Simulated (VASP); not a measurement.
# WS2 (R3m) in VASP: notebook

WS2 is run at these levels: LDA; tasks: single point.

Program: VASP 6.6.1. These are calculated values, not measurements. Logs are shortened: lines on timing, memory, paths and dates and some standing lists are left out, and cuts for length are marked.

### Step 1. The cell of the first run

Symmetry: R3m, No. 160, trigonal system. Conventional cell: a = 3.094 Å, b = 3.094 Å, c = 18.113 Å, α = 90.00°, β = 90.00°, γ = 120.00°. W (site symmetry 3m) has 6 S at 2.34 to 2.37 Å and 6 W at 3.09 Å within 3.1 Å. Within 3.1 Å of S (site symmetry 3m) lie 3 W at 2.34 Å and 7 S at 3.07 to 3.09 Å. Within 3.1 Å of S (site symmetry 3m) lie 3 W at 2.37 Å and 7 S at 3.07 to 3.09 Å.

### Step 2. Single point, LDA (volume scaled by 0.94)

File INCAR:

```
  PREC = Accurate
  ENCUT = 520
  EDIFF = 1E-6
  ISMEAR = -1
  SIGMA = 0.08
  LREAL = F
  LASPH = T
  NELM = 80
  ALGO = Normal
  ISIF = 2
  LWAVE = F
  LCHARG = F
  NBANDS = 20
```

File KPOINTS:

```
regular mesh
0
Gamma
  13 13 13
```

File POSCAR:

```
WS2
1.0
    1.5467668421      0.8930262526      6.0375124514
   -1.5467668421      0.8930262526      6.0375124514
    0.0000000000     -1.7860525053      6.0375124514
W S
1 2
Direct
    0.0000000000      0.0000000000      0.0000000000
    0.7503000000      0.7503000000      0.7503000000
    0.5810000000      0.5810000000      0.5810000000
```

Potentials or basis: VASP PAW LDA potentials, release 64 (W_sv, S).

Run with:

```
> cat potpaw_LDA.64/W_sv/POTCAR potpaw_LDA.64/S/POTCAR > POTCAR
> mpirun -np 1 vasp_std > vasp.out
```

OUTCAR:

```text
PREC = Accurate
   ENCUT = 520
   EDIFF = 1E-6
   ISMEAR = -1
   LREAL = F
   LASPH = T
   NELM = 80
   ISIF = 2

 ion  position               nearest neighbor table
   1  0.000  0.000  0.000-   2 2.34   2 2.34   2 2.34   3 2.37   3 2.37   3 2.37
   2  0.750  0.750  0.750-   1 2.34   1 2.34   1 2.34
   3  0.581  0.581  0.581-   1 2.37   1 2.37   1 2.37

  LATTYP: Found a trigonal (rhomboedric) cell.
 ALAT       =     6.2961528057
 COS(alpha) =     0.8792939096

  Lattice vectors:

 A1 = (   1.5467668421,   0.8930262526,   6.0375124514)
 A2 = (  -1.5467668421,   0.8930262526,   6.0375124514)
 A3 = (   0.0000000000,  -1.7860525053,   6.0375124514)

Analysis of symmetry for initial positions (statically):
=====================================================================
 Subroutine PRICEL returns:
 Original cell was already a primitive cell.

 Routine SETGRP: Setting up the symmetry group for a
 trigonal (rhombohedral) supercell.

 Subroutine GETGRP returns: Found  6 space group operations
 (whereof  6 operations were pure point group operations)
 out of a pool of 12 trial point group operations.

The static configuration has the point symmetry C_3v.

Analysis of symmetry for dynamics (positions and initial velocities):
=====================================================================
 Subroutine PRICEL returns:
 Original cell was already a primitive cell.

 Routine SETGRP: Setting up the symmetry group for a
 trigonal (rhombohedral) supercell.

 Subroutine GETGRP returns: Found  6 space group operations
 (whereof  6 operations were pure point group operations)
 out of a pool of 12 trial point group operations.

The dynamic configuration has the point symmetry C_3v.

 Subroutine INISYM returns: Found  6 space group operations
 (whereof  6 operations are pure point group operations),
 and found     1 'primitive' translations

----------------------------------------------------------------------------------------

                                     Primitive cell

  volume of cell :      50.0378

  direct lattice vectors                    reciprocal lattice vectors
     1.546766842  0.893026253  6.037512451     0.323254925  0.186631318  0.055210376
    -1.546766842  0.893026253  6.037512451    -0.323254925  0.186631318  0.055210376
     0.000000000 -1.786052505  6.037512451     0.000000000 -0.373262636  0.055210376

  length of vectors
     6.296152806  6.296152806  6.296152806     0.377323709  0.377323709  0.377323709

  position of ions in fractional coordinates (direct lattice)
     0.000000000  0.000000000  0.000000000
     0.750300000  0.750300000  0.750300000
     0.581000000  0.581000000  0.581000000

  ion indices of the primitive-cell ions
   primitive index   ion index
                 1           1
                 2           2
                 3           3

----------------------------------------------------------------------------------------

 KPOINTS: regular mesh

Automatic generation of k-mesh.
 Grid dimensions read from file:
 generate k-points for:   13   13   13

 Generating k-lattice:

  Cartesian coordinates                     Fractional coordinates (reciprocal lattice)
     0.024865763  0.014356255  0.004246952     0.076923077  0.000000000  0.000000000
    -0.024865763  0.014356255  0.004246952     0.000000000  0.076923077  0.000000000
     0.000000000 -0.028712510  0.004246952     0.000000000  0.000000000  0.076923077

  Length of vectors
     0.029024901  0.029024901  0.029024901

  Shift w.r.t. Gamma in fractional coordinates (k-lattice)
     0.000000000  0.000000000  0.000000000

 Subroutine IBZKPT returns following result:
 ===========================================

 Found    231 irreducible k-points:

 Following reciprocal coordinates:
            Coordinates               Weight
  0.000000  0.000000  0.000000      1.000000
  0.076923  0.000000  0.000000      6.000000
  0.153846  0.000000  0.000000      6.000000
  0.230769  0.000000  0.000000      6.000000
  0.307692  0.000000  0.000000      6.000000
  0.384615  0.000000  0.000000      6.000000
[... 16 lines left out ...]
  0.384615  0.153846  0.000000     12.000000
  0.461538  0.153846  0.000000     12.000000
 [... further k-points ...]
   k-points           NKPTS =    231   k-points in BZ     NKDIM =    231   number of bands    NBANDS=     20
   number of dos      NEDOS =    301   number of ions     NIONS =      3
   total plane-waves  NPLWV = 110592
   dimension x,y,z NGX =    48 NGY =   48 NGZ =   48
   dimension x,y,z NGXF=    96 NGYF=   96 NGZF=   96
   ions per type =               1   2
   NGX,Y,Z   is equivalent  to a cutoff of  12.67, 12.67, 12.67 a.u.
   NGXF,Y,Z  is equivalent  to a cutoff of  25.35, 25.35, 25.35 a.u.
 SYSTEM =  unknown system
   PREC   = accura    normal or accurate (medium, high low for compatibility)
   ISTART =      0    job   : 0-new  1-cont  2-samecut
   ICHARG =      2    charge: 1-file 2-atom 10-const
   ISPIN  =      1    spin polarized calculation?
   LNONCOLLINEAR =      F non collinear calculations
   LSORBIT =      F    spin-orbit coupling
   LASPH  =      T    aspherical Exc in radial PAW
   ENCUT  =  520.0 eV  38.22 Ry    6.18 a.u.  11.71 11.71 11.71*2*pi/ulx,y,z
   NELM   =     80;   NELMIN=  2; NELMDL= -5     # of ELM steps
   EDIFF  = 0.1E-05   stopping-criterion for ELM
   LREAL  =      F    real-space projection
   EDIFFG = 0.1E-04   stopping-criterion for IOM
   NSW    =      0    number of steps for IOM
   IBRION =     -1    ionic relax: 0-MD 1-quasi-New 2-CG
   NFREE  =      0    steps in history (QN), initial steepest desc. (CG)
   ISIF   =      2    stress and relaxation
   ISYM   =      2    0-nonsym 1-usesym 2-fastsym
   POTIM  = 0.5000    time-step for ionic-motion
   TEBEG  =    0.0;   TEEND  =   0.0 temperature during run
   PSTRESS=    0.0 pullay stress
   NELECT =      26.0000    total number of electrons
   NUPDOWN=      -1.0000    fix difference up-down
   EMIN   =  10.00;   EMAX   =-10.00  energy-range for DOS
   EFERMI =   0.00;   METHOD = LEGACY
   ISMEAR =    -1;   SIGMA  =   0.08  broadening in eV -4-tet -1-fermi 0-gaus
   EFERMI_NEDOS =   21; number of points for ismear=-14 and -15
   IALGO  =     38    algorithm
   IMIX   =      4    mixing-type and parameters
     AMIX     =   0.40;   BMIX     =  1.00
     AMIX_MAG =   1.60;   BMIX_MAG =  1.00
  volume/ion in A,a.u.               =      16.68       112.56
  Fermi-wavevector in a.u.,A,eV,Ry     =   1.316133  2.487131 23.568099  1.732206
  Thomas-Fermi vector in A             =   2.446267
   LORBIT       =      0    0 simple, 1 ext, 2 COOP (PROOUT), +10 PAW based schemes
   GGA     = CA    functional components
   LHFCALC =     F    Hartree Fock is set to
   AEXX    =    0.0000 exact exchange contribution
   IVDW    =     0    specifies the selected vdW correction
   LEPSILON=     F    determine dielectric tensor
   LRPA    =     F    only Hartree local field effects (RPA)
 non-spin polarized calculation
  energy-cutoff  :      520.00
  volume of cell :       50.04
 maximum number of plane-waves:      1361
   NGX = 23   NGY = 23   NGZ = 23

 number of electron      25.9999998 magnetization

 Free energy of the ion-electron system (eV)
  ---------------------------------------------------
  ext. energy  EPLUGINS =         0.00000000
  ---------------------------------------------------
  free energy    TOTEN  =       -26.19630656 eV

  energy without entropy =      -26.19626305  energy(sigma->0) =      -26.19628481

 E-fermi :   8.6048     XC(G=0): -11.5344

 val. band max:        8.2193358163   @ k =   0.4615   0.4615   0.4615
 cond. band min:       9.1739989553   @ k =  -0.1538   0.1538   0.0000
 fundamental gap:      0.9546631390
 Fermi energy:         8.6048079814

 k-point     1 :       0.0000    0.0000    0.0000
  band No.  band energies     occupation
      1     -65.9413      2.00000
      2     -30.5594      2.00000
      3     -30.3000      2.00000
      4     -30.3000      2.00000
      5      -7.8982      2.00000
      6      -5.6293      2.00000
[... 12 lines left out ...]
     19      16.1619      0.00000
     20      16.7688      0.00000

 k-point     2 :       0.0769    0.0000    0.0000
  band No.  band energies     occupation
      1     -65.9398      2.00000
      2     -30.5542      2.00000
      3     -30.3279      2.00000
      4     -30.3063      2.00000
      5      -7.7846      2.00000
      6      -5.6019      2.00000
[... 12 lines left out ...]
     19      16.5625      0.00000
     20      16.8291      0.00000

 k-point     3 :       0.1538    0.0000    0.0000
  band No.  band energies     occupation
      1     -65.9356      2.00000
      2     -30.5399      2.00000
      3     -30.4048      2.00000
      4     -30.3240      2.00000
      5      -7.4577      2.00000
      6      -5.5227      2.00000
[... 12 lines left out ...]
     19      16.6237      0.00000
     20      17.3376      0.00000

 k-point     4 :       0.2308    0.0000    0.0000
  band No.  band energies     occupation
      1     -65.9296      2.00000
      2     -30.5198      2.00000
      3     -30.5113      2.00000
      4     -30.3487      2.00000
      5      -6.9598      2.00000
      6      -5.4019      2.00000
[... 12 lines left out ...]
     19      16.5813      0.00000
     20      17.2779      0.00000

 k-point     5 :       0.3077    0.0000    0.0000
  band No.  band energies     occupation
      1     -65.9232      2.00000
      2     -30.6229      2.00000
      3     -30.4979      2.00000
      4     -30.3749      2.00000
      5      -6.3640      2.00000
      6      -5.2601      2.00000
[... 12 lines left out ...]
     19      15.9065      0.00000
     20      16.4605      0.00000
[... 353 lines left out ...]
      6      -5.4913      2.00000
[... 12 lines left out ...]
     19      16.7099      0.00000
     20      16.9629      0.00000

 k-point    22 :       0.3077    0.1538    0.0000
  band No.  band energies     occupation
      1     -65.9265      2.00000
      2     -30.5490      2.00000
      3     -30.5091      2.00000
      4     -30.3786      2.00000
      5      -6.6547      2.00000
      6      -5.3779      2.00000
[... 12 lines left out ...]
     19      16.5131      0.00000
     20      17.1902      0.00000

 k-point    23 :       0.3846    0.1538    0.0000
  band No.  band energies     occupation
      1     -65.9209      2.00000
      2     -30.6309      2.00000
      3     -30.4900      2.00000
      4     -30.4184      2.00000
      5      -6.0957      2.00000
      6      -5.2323      2.00000
[... 12 lines left out ...]
     19      16.2735      0.00000
     20      16.7558      0.00000

 k-point    24 :       0.4615    0.1538    0.0000
  band No.  band energies     occupation
      1     -65.9162      2.00000
      2     -30.6968      2.00000
      3     -30.4740      2.00000
      4     -30.4525      2.00000
      5      -5.5695      2.00000
      6      -5.0866      2.00000
[... 12 lines left out ...]
     19      16.0037      0.00000
     20      16.6644      0.00000

 [... further k-points ...]
[... 5 lines left out ...]
  --------------------------------------------------------------------------------------
  -------------------------------------------------------------------------------------
  Total        2.4314927      2.4314927      2.9078578      0.0000000     -0.0000000      0.0000000
  in kB       77.8547624     77.8547624     93.1076536      0.0000000     -0.0000000      0.0000000
  external PRESSURE =      82.9390595 kB  Pullay stress =       0.0000000 kB

 VOLUME and BASIS-vectors are now :
 -----------------------------------------------------------------------------
  energy-cutoff  :      520.00
  volume of cell :       50.04
      direct lattice vectors                 reciprocal lattice vectors
     1.546766842  0.893026253  6.037512451     0.323254925  0.186631318  0.055210376
    -1.546766842  0.893026253  6.037512451    -0.323254925  0.186631318  0.055210376
     0.000000000 -1.786052505  6.037512451     0.000000000 -0.373262636  0.055210376

 POSITION                                       TOTAL-FORCE (eV/Angst)
 -----------------------------------------------------------------------------------
      0.00000      0.00000      0.00000         0.000000      0.000000     -0.677895
      0.00000     -0.00000     13.58984         0.000000     -0.000000      1.292513
      0.00000     -0.00000     10.52338         0.000000      0.000000     -0.614618
 -----------------------------------------------------------------------------------
    total drift:                                0.000000      0.000000     -0.000047

  FREE ENERGIE OF THE ION-ELECTRON SYSTEM (eV)
  ---------------------------------------------------
  free  energy   TOTEN  =       -26.1963065627 eV

  energy  without entropy=      -26.1962630545  energy(sigma->0) =      -26.19628481
```

Wall time 8.3 min (1 thread of Intel Xeon Platinum 8259CL at 2.50GHz (Skylake/Cascade Lake), shared host); peak memory 0.4 GiB.

What came out:

| Quantity | Value |
| --- | --- |
| Free energy | -26.1963 eV |
| Pressure | 8.3 GPa |
| Largest force | 1.293 eV/Å |
| Band gap on the k mesh | 0.95 eV, indirect (least direct gap 2.27 eV) |

Forces on the atoms (eV/Å):
```
W    0.000  0.000 -0.678
S    0.000  0.000  1.293
S    0.000  0.000 -0.615
```

Caveat: spin-orbit coupling is left out, which moves the levels of the heavy elements; forces of over 1 eV/Å act on the atoms, so gaps and moduli don't describe the material at rest. A k mesh can miss the band edges.

### Step 3. Single point, LDA (volume scaled by 0.98)

File INCAR:

```
SYSTEM = WS2
ALGO = Normal
EDIFF = 1E-7
ENCUT = 520
ISIF = 2
ISMEAR = -1
LASPH = .True.
LCHARG = .False.
LREAL = .False.
LWAVE = .False.
NBANDS = 20
NELM = 60
PREC = Accurate
SIGMA = 0.08
```

File KPOINTS:

```
k-points
0
Gamma
  13 13 13
  0 0 0
```

File POSCAR:

```
WS2
1.0
    1.5684027470      0.9055177481      6.1219641228
   -1.5684027470      0.9055177481      6.1219641228
    0.0000000000     -1.8110354963      6.1219641228
W S
1 2
Direct
    0.0000000000      0.0000000000      0.0000000000
    0.7503000000      0.7503000000      0.7503000000
    0.5810000000      0.5810000000      0.5810000000
```

Potentials or basis: VASP PAW LDA potentials, release 64 (W_sv, S).

Run with:

```
> cat potpaw_LDA.64/W_sv/POTCAR potpaw_LDA.64/S/POTCAR > POTCAR
> mpirun -np 1 vasp_std > vasp.out
```

Run time: 9.6 min. Hardware: 1 thread of Intel Xeon Platinum 8259CL at 2.50GHz (Skylake/Cascade Lake), shared host; peak memory 0.41 GiB.

The run converged. Its results:

| Quantity | Value |
| --- | --- |
| Free energy | -26.2515 eV |
| Pressure | 0.2 GPa |
| Largest force | 0.616 eV/Å |
| Band gap on the k mesh | 0.99 eV, indirect (least direct gap 2.15 eV) |

Forces on the atoms (eV/Å):
```
W    0.000  0.000 -0.616
S    0.000  0.000  0.445
S    0.000  0.000  0.171
```

Stress tensor (GPa, compression positive):
```
-0.10  0.00  0.00
 0.00 -0.10  0.00
 0.00  0.00  0.69
```

Levels at points of the mesh, in eV from the valence-band top:
```csv
k point,band 9,band 10,band 11,band 12,band 13,band 14,band 15,band 16,band 17,band 18
"(0.00, 0.00, 0.00)",-3.64,-2.35,-2.35,-1.57,-1.30,2.20,2.20,2.60,2.60,4.75
```

Caveat: spin-orbit coupling is left out, which moves the levels of the heavy elements.

(Part 1 of 2 ends here.)
